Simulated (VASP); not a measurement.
Write the native input for VASP 6.6.1 that does the following.

| Item | Value |
| --- | --- |
| Task | single point |
| Functional | PBEsol |
| Potentials or basis | VASP PAW PBE potentials, release 64 (Mo_sv, Ag, Sb) |
| Cutoff | 520 eV |
| k mesh | 7 × 7 × 7 |
| Occupations | methfessel-paxton, width 0.04 eV |
| Spin | no spin polarisation |
| Dipole correction | no |
| Further INCAR settings | ALGO = Normal; EDIFF = 1e-06; NBANDS = 43 |

The structure of Ag4Sb2Mo lies in POSCAR:

```
Ag4Sb2Mo
1.0
    2.2553850000      3.9064350000      0.0000000000
   -2.2553850000      3.9064350000      0.0000000000
    0.0000000000     -2.6042900000      7.8583700000
Mo Ag Sb
1 4 2
Direct
    0.0000000000      0.0000000000      0.0000000000
    0.1419600000      0.1419600000      0.4258800000
    0.8580400000      0.8580400000      0.5741200000
    0.4341100000      0.4341100000      0.3023300000
    0.5658900000      0.5658900000      0.6976700000
    0.2563400000      0.2563400000      0.7690200000
    0.7436600000      0.7436600000      0.2309800000
```

One way to write it, as run:

INCAR

```
PREC = Accurate ; ENCUT = 520
EDIFF = 1E-6 ; ISMEAR = 1
SIGMA = 0.04 ; LREAL = F
LASPH = T ; NELM = 80
ALGO = Normal ; ISIF = 2
LWAVE = F ; LCHARG = F
GGA = PS ; NBANDS = 43
```

KPOINTS

```
Automatic mesh
0
Gamma
  7 7 7
```

Potentials or basis: VASP PAW PBE potentials, release 64 (Mo_sv, Ag, Sb).

The run is started by

```bash
$ cat potpaw_PBE.64/Mo_sv/POTCAR potpaw_PBE.64/Ag/POTCAR potpaw_PBE.64/Sb/POTCAR > POTCAR
$ mpirun -np 1 vasp_std > vasp.out
```

Results of the run:

```json
{
 "Pressure": "-0.3 GPa",
 "Largest force": "2.815 eV/Å",
 "Band gap on the k mesh": "zero (bands 34 and 35 overlap by 0.49 eV)"
}
```

Caveat: the PAW data sets were made with another functional, which shifts forces and pressure a little; spin-orbit coupling is left out, which moves the levels of the heavy elements.

Wall time 6.9 min on 1 thread of Intel Xeon 8259CL (shared host), peak memory 0.43 GiB.
